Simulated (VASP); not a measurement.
A run of VASP 6.6.1:

Contents of POSCAR:

```
LiH
1.0
    0.0000000000      2.0766964161      2.0766964161
    2.0766964161      0.0000000000      2.0766964161
    2.0766964161      2.0766964161      0.0000000000
Li H
1 1
Direct
    0.0000000000      0.0000000000      0.0000000000
    0.5000000000      0.5000000000      0.5000000000
```

The input INCAR.step1:

```
SYSTEM = LiH
PREC = Accurate ; ENCUT = 520
EDIFF = 1E-5 ; ISMEAR = 1
SIGMA = 0.01 ; LREAL = .False.
LASPH = .True. ; NELM = 80
ALGO = Normal ; ISIF = 2
LWAVE = .True. ; LCHARG = .False.
NBANDS = 9 ; GGA = PE
```

The input INCAR.step2:

```
SYSTEM = LiH
PREC = Accurate ; ENCUT = 520
EDIFF = 1E-6 ; ISMEAR = 1
SIGMA = 0.01 ; LREAL = .False.
LASPH = .True. ; NELM = 80
ALGO = Normal ; ISIF = 2
LWAVE = .False. ; LCHARG = .False.
METAGGA = R2SCAN ; LHFCALC = .True.
AEXX = 0.25 ; LMIXTAU = .True.
PRECFOCK = Normal ; NBANDS = 9
ISTART = 1
```

Contents of KPOINTS:

```
regular mesh
0
Gamma
  6 6 6
  0 0 0
```

Potentials or basis: VASP PAW PBE potentials, release 64 (Li_sv, H).

Command:

```console
$ cat potpaw_PBE.64/Li_sv/POTCAR potpaw_PBE.64/H/POTCAR > POTCAR
$ cp INCAR.step1 INCAR
$ mpirun -np 1 vasp_std > vasp.out
$ cp INCAR.step2 INCAR
$ mpirun -np 1 vasp_std > vasp.out
```

Hardware: 1 thread of Intel(R) Xeon(R) Platinum 8488C (Sapphire Rapids), with other jobs on the host.

Q: How long does it take, and how much memory?

A: Wall time 100 s on 1 thread of Intel(R) Xeon(R) Platinum 8488C (Sapphire Rapids) (shared host), peak memory 0.14 GiB. Counts: k points 16.
